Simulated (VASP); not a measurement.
Write the native input for VASP 6.6.1 that does the following.

* Task: relaxation of cell and atoms
* Functional: PBEsol
* Potentials or basis: VASP PAW PBE potentials, release 64 (Be, S)
* Cutoff: 600 eV
* k mesh: 6 × 6 × 6
* Occupations: fermi-dirac, width 0.03 eV
* Spin: no spin polarisation
* Dipole correction: no
* Further INCAR settings: ALGO = Normal; EDIFF = 1e-06; IBRION = 2; EDIFFG = -0.01; NSW = 100; ISIF = 3

The structure of BeS lies in POSCAR:

```
BeS
1.0
    1.6594569900     -4.7483382400      0.0000000000
    1.6594569900      4.7483382400      0.0000000000
    0.0000000000      0.0000000000      3.6652228300
Be S
2 2
Direct
    0.3868549800      0.6131450200      0.7500000000
    0.6131450200      0.3868549800      0.2500000000
    0.8565043900      0.1434956100      0.2500000000
    0.1434956100      0.8565043900      0.7500000000
```

These files were run (other wordings do the same):

INCAR

```
SYSTEM = BeS
ALGO     = Normal         ! electronic algorithm
EDIFF    = 1E-6           ! SCF threshold, eV
EDIFFG   = -0.01          ! ionic threshold
ENCUT    = 600            ! plane-wave cutoff, eV
GGA      = PS             ! functional
IBRION   = 2              ! ionic algorithm
ISIF     = 3              ! what is computed and relaxed
ISMEAR   = -1             ! smearing method
LASPH    = .True.         ! aspherical terms in the spheres
LCHARG   = .False.        ! write CHGCAR
LREAL    = .False.        ! projectors in reciprocal space
LWAVE    = .False.        ! write WAVECAR
NELM     = 80             ! most SCF steps
NSW      = 100            ! ionic steps
PREC     = Accurate       ! precision mode
SIGMA    = 0.03           ! smearing width, eV
```

KPOINTS

```
k-points
0
Gamma
  6 6 6
  0 0 0
```

Potentials or basis: VASP PAW PBE potentials, release 64 (Be, S).

The run is started by

```sh
$ cat potpaw_PBE.64/Be/POTCAR potpaw_PBE.64/S/POTCAR > POTCAR
$ mpirun -np 1 vasp_std > vasp.out
```

Results of the run:

| Quantity | Value |
| --- | --- |
| Relaxed volume | 15.43 Å³/atom |
| Relaxed cell | a = 6.412 Å, b = 6.412 Å, c = 3.151 Å, α = 90.00°, β = 90.00°, γ = 151.56° |
| Space group after relaxing (to 0.1 Å) | Cmcm (No. 63) |
| Energy gained by relaxing | 461.5 meV/atom |
| Ionic steps | 39 |
| Pressure after relaxing | 0.0 GPa |
| Largest force after relaxing | 0.005 eV/Å |
| Band gap on the k mesh | 1.07 eV (least direct gap 3.18 eV) |

Caveat: a cell axis changed by over 15 % at a fixed basis, so the end point is rough; the PAW data sets were made with another functional, which shifts forces and pressure a little.

Run time: 24 min on 1 thread of Intel Xeon 8259CL, on a shared host, peak memory 0.24 GiB.
